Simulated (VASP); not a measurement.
# Si4N in VASP: a series of runs, part 2 of 2

VASP 6.6.1. The steps go on from the part before.

## 4. Single point, PBE+D3(BJ), collinear spin, ferromagnetic start

Contents of INCAR:

```
PREC = Accurate
ENCUT = 520
EDIFF = 1E-7
ISMEAR = 0
SIGMA = 0.05
LREAL = F
LASPH = T
NELM = 150
ALGO = Normal
ISIF = 2
LWAVE = F
LCHARG = T
ISPIN = 2
MAGMOM = 0 0 0 0 3
LORBIT = 11
LDIPOL = T
IDIPOL = 3
DIPOL = 0.5 0.5 0.327
GGA = PE
IVDW = 12
LELF = T
LVHAR = T
LVACPOTAV = T
NBANDS = 22
```

Contents of KPOINTS:

```
Automatic mesh
0
Gamma
  7 7 1
```

Contents of POSCAR:

```
Si4N
1.0
    3.8333442755      0.0000000000      0.0000000000
    0.0000000000      3.8333442755      0.0000000000
    0.0000000000      0.0000000000     21.1034818114
Si N
4 1
Direct
    0.0000000000      0.5000000000      0.1895421825
    0.0000000000      0.0000000000      0.2537634269
    0.5000000000      0.0000000000      0.3207061922
    0.5000000000      0.5000000000      0.3839879070
    0.8750000000      1.0000000000      0.4882361074
```

Potentials or basis: VASP PAW PBE potentials, release 64 (Si, N).

Launch:

```
$ cat potpaw_PBE.64/Si/POTCAR potpaw_PBE.64/N/POTCAR > POTCAR
$ mpirun -np 1 vasp_std > vasp.out
```

OUTCAR:

```text
PREC = Accurate
   ENCUT = 520
   EDIFF = 1E-7
   ISMEAR = 0
   LREAL = F
   LASPH = T
   NELM = 150
   ISIF = 2
   ISPIN = 2
   LORBIT = 11
   GGA = PE
   IVDW = 12
 IVDW          = 12

 ion  position               nearest neighbor table
   1  0.000  0.500  0.190-   2 2.35   2 2.35
   2  0.000  0.000  0.254-   1 2.35   1 2.35   3 2.38   3 2.38
   3  0.500  0.000  0.321-   4 2.34   4 2.34   2 2.38   2 2.38
   4  0.500  0.500  0.384-   3 2.34   3 2.34
   5  0.875  0.000  0.488-

  LATTYP: Found a simple tetragonal cell.
 ALAT       =     3.8333442755
 C/A-ratio  =     5.5052404101

  Lattice vectors:

 A1 = (   3.8333442755,   0.0000000000,   0.0000000000)
 A2 = (   0.0000000000,   3.8333442755,   0.0000000000)
 A3 = (   0.0000000000,   0.0000000000,  21.1034818114)

Analysis of symmetry for initial positions (statically):
[... 1006 lines left out ...]

  FORCE on cell =-STRESS in cart. coord.  units (eV):
  Direction    XX          YY          ZZ          XY          YZ          ZX
  --------------------------------------------------------------------------------------
  -------------------------------------------------------------------------------------
  Total      -4.03798    -1.63419    -1.36047     0.00000     0.00000    -0.38749
  in kB     -20.86245    -8.44311    -7.02894     0.00000     0.00000    -2.00197
  external pressure =      -12.11 kB  Pullay stress =        0.00 kB

 VOLUME and BASIS-vectors are now :
 -----------------------------------------------------------------------------
  energy-cutoff  :      520.00
  volume of cell :      310.11
      direct lattice vectors                 reciprocal lattice vectors
     3.833344276  0.000000000  0.000000000     0.260868821  0.000000000  0.000000000
     0.000000000  3.833344276  0.000000000     0.000000000  0.260868821  0.000000000
     0.000000000  0.000000000 21.103481811     0.000000000  0.000000000  0.047385546

 POSITION                                       TOTAL-FORCE (eV/Angst)
 -----------------------------------------------------------------------------------
      0.00000      1.91667      4.00000         0.009390      0.000000      0.071626
      0.00000      0.00000      5.35529        -0.006690      0.000000      0.070881
      1.91667      0.00000      6.76802         0.090104      0.000000     -0.033918
      1.91667      1.91667      8.10348         0.019654      0.000000      0.294428
      3.35418      0.00000     10.30348        -0.112459      0.000000     -0.403017
 -----------------------------------------------------------------------------------
    total drift:                                0.000032      0.000000      0.000169

  FREE ENERGIE OF THE ION-ELECTRON SYSTEM (eV)
  ---------------------------------------------------
  free  energy   TOTEN  =       -22.4365799503 eV

  energy  without entropy=      -22.4341386978  energy(sigma->0) =      -22.43535932

 vacuum level on the upper side and lower side of the slab         3.536         2.912

 total charge

# of ion       s       p       d       tot
------------------------------------------
    1        0.864   0.721   0.000   1.585
    2        0.775   0.894   0.000   1.669
    3        0.775   0.897   0.000   1.672
    4        0.860   0.711   0.000   1.571
    5        1.363   1.914   0.000   3.277
--------------------------------------------------
tot          4.638   5.136   0.000   9.774

 magnetization (x)

# of ion       s       p       d       tot
------------------------------------------
    1        0.002   0.009   0.000   0.012
    2        0.000  -0.009   0.000  -0.009
    3        0.005   0.000   0.000   0.006
    4        0.007  -0.055   0.000  -0.049
    5        0.036   1.784   0.000   1.820
--------------------------------------------------
tot          0.051   1.729   0.000   1.780
```

stdout:

```text
POSCAR found type information on POSCAR SiN
 POSCAR found :  2 types and       5 ions
 scaLAPACK will be used
 LDA part: xc-table for (Slater+PW92), standard interpolation
 POSCAR, INCAR and KPOINTS ok, starting setup
 FFT: planning ... GRIDC
 FFT: planning ... GRID_SOFT
 FFT: planning ... GRID
 WAVECAR not read
 entering main loop
 -----------------------------------------------------------------------------
|                                                                             |
|           W    W    AA    RRRRR   N    N  II  N    N   GGGG   !!!           |
|           W    W   A  A   R    R  NN   N  II  NN   N  G    G  !!!           |
|           W    W  A    A  R    R  N N  N  II  N N  N  G       !!!           |
|           W WW W  AAAAAA  RRRRR   N  N N  II  N  N N  G  GGG   !            |
|           WW  WW  A    A  R   R   N   NN  II  N   NN  G    G                |
|           W    W  A    A  R    R  N    N  II  N    N   GGGG   !!!           |
|                                                                             |
|     Did not find any points to average over, which means that no vacuum     |
|     field-free region was found. Please increase the size of  your cell     |
|     in the dimension of the dipole correction to obtain accurate            |
|     workfunction values.                                                    |
|                                                                             |
 -----------------------------------------------------------------------------
```

Wall time 9 min (1 thread of Intel Xeon 8259CL, shared host); peak memory 0.57 GiB.

What came out:

```yaml
Free_energy: -22.4366 eV
Largest_force: 0.418 eV/Å
Net_moment: 2.63 μB per cell
Site_moments: Si +0.01, -0.01, -0.05 (each value once); N +1.82 μB
Valence_electrons_inside_the_program's_atomic_spheres: Si 1.58, 1.67, 1.57 (each value once); N 3.28
Dispersion_energy_per_atom: -0.207 eV
```

Forces in eV/Å, atoms in the order of the input:
```
Si   0.009  0.000  0.072
Si  -0.007  0.000  0.071
Si   0.090  0.000 -0.034
Si   0.020  0.000  0.294
N   -0.112  0.000 -0.403
```

Levels at points of the mesh, in eV from the Fermi level:
Spin up:
| k point | band 9 | band 10 | band 11 | band 12 | band 13 | band 14 | band 15 | band 16 |
| --- | --- | --- | --- | --- | --- | --- | --- | --- |
| (0.00, 0.00, 0.00) | -1.72 | -1.33 | -0.57 | 0.61 | 1.34 | 1.81 | 1.95 | 3.08 |
Spin down:
| k point | band 5 | band 6 | band 7 | band 8 | band 9 | band 10 | band 11 | band 12 | band 13 | band 14 |
| --- | --- | --- | --- | --- | --- | --- | --- | --- | --- | --- |
| (0.00, 0.00, 0.00) | -2.00 | -1.74 | -1.67 | -0.63 | 0.24 | 1.18 | 1.55 | 1.70 | 1.84 | 1.90 |

## 5. Single point, PBE+D3(BJ), collinear spin, ferromagnetic start

Contents of INCAR:

```
  PREC = Accurate
  ENCUT = 520
  EDIFF = 1E-7
  ISMEAR = 0
  SIGMA = 0.05
  LREAL = F
  LASPH = T
  NELM = 150
  ALGO = Normal
  ISIF = 2
  LWAVE = F
  LCHARG = T
  ISPIN = 2
  MAGMOM = 0 0 0 0 3
  LORBIT = 11
  LDIPOL = T
  IDIPOL = 3
  DIPOL = 0.5 0.5 0.327
  GGA = PE
  IVDW = 12
  LELF = T
  LVHAR = T
  LVACPOTAV = T
  NBANDS = 22
```

Contents of KPOINTS:

```
regular mesh
0
Gamma
  7 7 1
```

Changes to POSCAR since step 4:

```diff
@@ -12,2 +12,2 @@
     0.5000000000      0.5000000000      0.3839879070
-    0.8750000000      1.0000000000      0.4882361074
+    0.7500000000      1.0000000000      0.4882361074
```

Launch:

```
$ cat potpaw_PBE.64/Si/POTCAR potpaw_PBE.64/N/POTCAR > POTCAR
$ mpirun -np 1 vasp_std > vasp.out
```

It took 15 min on 1 thread of Intel Xeon 8259CL, shared host; peak memory 0.57 GiB.

Results (log left out):

```
Free energy                                           : -22.5047 eV
Largest force                                         : 0.592 eV/Å
Net moment                                            : 2.54 μB per cell
Site moments                                          : Si +0.01, -0.01, -0.07 (each value once); N +1.78 μB
Valence electrons inside the program's atomic spheres : Si 1.59, 1.67, 1.56 (each value once); N 3.28
Dispersion energy per atom                            : -0.206 eV
```

Forces in eV/Å, atoms in the order of the input:
```
Si   0.011  0.000  0.047
Si   0.013  0.000  0.085
Si   0.082  0.000  0.038
Si   0.059  0.000  0.398
N   -0.165  0.000 -0.568
```

Levels at points of the mesh, in eV from the Fermi level:
Spin up:
```tsv
k point	band 9	band 10	band 11	band 12	band 13	band 14	band 15	band 16
(0.00, 0.00, 0.00)	-1.80	-1.30	-0.62	0.61	1.28	1.74	1.89	3.06
```
Spin down:
```tsv
k point	band 5	band 6	band 7	band 8	band 9	band 10	band 11	band 12	band 13	band 14
(0.00, 0.00, 0.00)	-2.07	-1.81	-1.76	-0.70	0.13	1.13	1.46	1.55	1.68	1.83
```

## 6. Summary

```csv
cell,gap on the mesh (eV),moment (μB),largest force (eV/Å)
"as given, atomic positions A",none,2.34,0.79
"as given, atomic positions B",none,1.94,1.33
"as given, atomic positions C",none,2.63,0.42
"as given, atomic positions D",none,2.54,0.59
```

Alike in all rows: task single point; level PBE+D3(BJ); potentials or basis VASP PAW PBE potentials, release 64 (Si, N); spin collinear, ferromagnetic start; k mesh 7 × 7 × 1; cutoff (eV) 520; smearing gaussian 0.05 eV.

Absolute energies hang on the potentials; compare differences alone.
